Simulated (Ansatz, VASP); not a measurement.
One calculation of AlSn, two programs

Contents of INCAR:

```
PREC = Accurate ; ENCUT = 520
EDIFF = 1E-6 ; ISMEAR = -1
SIGMA = 0.05 ; LREAL = F
LASPH = T ; NELM = 80
ALGO = Normal ; ISIF = 2
LWAVE = F ; LCHARG = T
LELF = T ; LVHAR = T
NBANDS = 16
```

File KPOINTS:

```
Automatic mesh
0
Gamma
  7 7 8
```

Contents of POSCAR:

```
AlSn
1.0
    4.2804423157      0.0000000000      0.0000000000
   -2.1402211578      3.7069717847      0.0000000000
    0.0000000000      0.0000000000      3.3717036030
Sn Al
1 1
Direct
    0.3333333333      0.6666666667      0.5000000000
    0.0000000000      0.0000000000      0.0000000000
```

input.yaml

```yaml
crystal:
  lattice:
    - [4.2804423157, 0.0, 0.0]
    - [-2.1402211578, 3.7069717847, 0.0]
    - [0.0, 0.0, 3.371703603]
  atoms:
    - { symbol: Sn, position: [0.3333333333, 0.6666666667, 0.5] }
    - { symbol: Al, position: [0.0, 0.0, 0.0] }
hamiltonian:
  xc: lda
  pseudopotentials: { kind: paw }
kpoints:
  mp_grid: { grid: [7, 7, 8] }
scf:
  occupations: { method: fermi_dirac, width: 0.05 }
output:
  forces: true
  stress: true
  eigenvalues: true
```

Alike in both runs: task single point; functional LDA; k mesh 7 × 7 × 8; occupations fermi-dirac, width 0.05 eV; no spin polarisation.

|  | VASP | Ansatz |
| --- | --- | --- |
| version | VASP 6.6.1 | Ansatz 0.2.0 |
| potentials or method | VASP PAW LDA potentials, release 64 (Sn_d, Al) | Ansatz PAW |
| plane-wave cutoff (eV) | 520 | 420 |
| valence electrons in the cell | 17 | 17 |

|  | VASP | Ansatz | Ansatz less VASP |
| --- | --- | --- | --- |
| gap on the k mesh at the Fermi level (eV) | none | none | - |
| pressure (GPa) | -5.2 | -5.2 | +0.02 |
| traceless stress, the component that is largest in VASP (GPa) | -0.53 | -0.55 | -0.017 |

LDA's correlation is that of Perdew and Zunger in VASP and of Perdew and Wang (1992) in Ansatz. A gap of «none» marks a metal or a gap that the smearing closes.
